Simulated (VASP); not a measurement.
Here is a VASP 6.6.1 calculation.

The input INCAR:

```
SYSTEM = PtS2
  PREC = Accurate
  ENCUT = 600
  EDIFF = 1E-6
  ISMEAR = 0
  SIGMA = 0.1
  LREAL = .FALSE.
  LASPH = .TRUE.
  NELM = 100
  ALGO = Normal
  ISIF = 3
  LWAVE = .FALSE.
  LCHARG = .FALSE.
  GGA = PE
  IBRION = 2
  NSW = 90
  EDIFFG = -0.04
```

The input KPOINTS:

```
Automatic mesh
0
G
  4 4 4
  0 0 0
```

File POSCAR:

```
PtS2
1.0
    5.5100949834      0.0000000000      0.0000000000
    0.0000000000      5.5100949834      0.0000000000
    0.0000000000      0.0000000000      3.7794703865
Pt S
2 4
Direct
    0.0000000000      0.0000000000      0.0000000000
    0.5000000000      0.5000000000      0.5000000000
    0.6880496136      0.3119503864      0.0000000000
    0.3119503864      0.6880496136      0.0000000000
    0.1880496136      0.1880496136      0.5000000000
    0.8119503864      0.8119503864      0.5000000000
```

Potentials or basis: VASP PAW PBE potentials, release 64 (Pt, S).

The run is started by

```sh
$ cat potpaw_PBE.64/Pt/POTCAR potpaw_PBE.64/S/POTCAR > POTCAR
$ mpirun -np 1 vasp_std > vasp.out
```

(1) What does it give for the band gap on the k mesh?

(2) Predict the relaxed cell.

(3) What does it give for the relaxed volume?

(4) Estimate the space group after relaxing (to 0.05 Å).

Results:

(1) zero (band 22 reaches 6.25 eV, above the bottom of band 23 at 5.88 eV).

(2) a = 5.449 Å, b = 5.449 Å, c = 3.822 Å, α = 90.00°, β = 90.00°, γ = 90.00°.

(3) 18.91 Å³/atom.

(4) P4_2/mnm (No. 136).

Caveat: the k points lie up to 0.41 Å⁻¹ apart in the final cell; spin-orbit coupling is left out, which moves the levels of the heavy elements.
